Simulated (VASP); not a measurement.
Si2Ni:

```
CELL_PARAMETERS angstrom
0.00000 2.70300 2.70300
2.70300 0.00000 2.70300
2.70300 2.70300 0.00000
ATOMIC_POSITIONS crystal
Ni 0.00000 0.00000 0.00000
Si 0.75000 0.75000 0.75000
Si 0.25000 0.25000 0.25000
```

```yaml
Program: VASP 6.6.1
Task: relaxation of cell and atoms
Functional: PBEsol
Dispersion: D3(BJ)
Potentials_or_basis: VASP PAW PBE potentials, release 64 (Ni, Si)
Cutoff: 600 eV
k_mesh: 9 × 9 × 9
Occupations: fermi-dirac, width 0.05 eV
Spin: collinear spin, ferromagnetic start
Starting_moments: "[1.0, 0.0, 0.0] μB"
```

At the start: pressure -5.3 GPa; volume 13.17 Å³/atom.

Q: How do energy, volume and symmetry change on relaxing?

A: Over 3 steps the energy falls by 8.1 meV/atom and the volume is 12.70 Å³/atom (-3.6 %); space group Fm-3m (No. 225, to 0.05 Å); moment 0.00 μB per cell.

Step by step:
```
step  energy change (eV)  largest force (eV/Å)  pressure (GPa)  volume (Å³)
   1              0.0000                0.0000           -5.30        39.50
   2             -0.0089                0.0000            5.01        37.06
   3             -0.0242                0.0000            0.03        38.10
```

Final structure:
```yaml
crystal:
  lattice:
    - [0.00000, 2.67063, 2.67063]
    - [2.67063, 0.00000, 2.67063]
    - [2.67063, 2.67063, 0.00000]
  atoms:
    - { symbol: Ni, position: [0.00000, 0.00000, 0.00000] }
    - { symbol: Si, position: [0.75000, 0.75000, 0.75000] }
    - { symbol: Si, position: [0.25000, 0.25000, 0.25000] }
```

Caveat: the PAW data sets were made with another functional, which shifts forces and pressure a little; pairwise dispersion overbinds metals, which lowers pressure and volume.
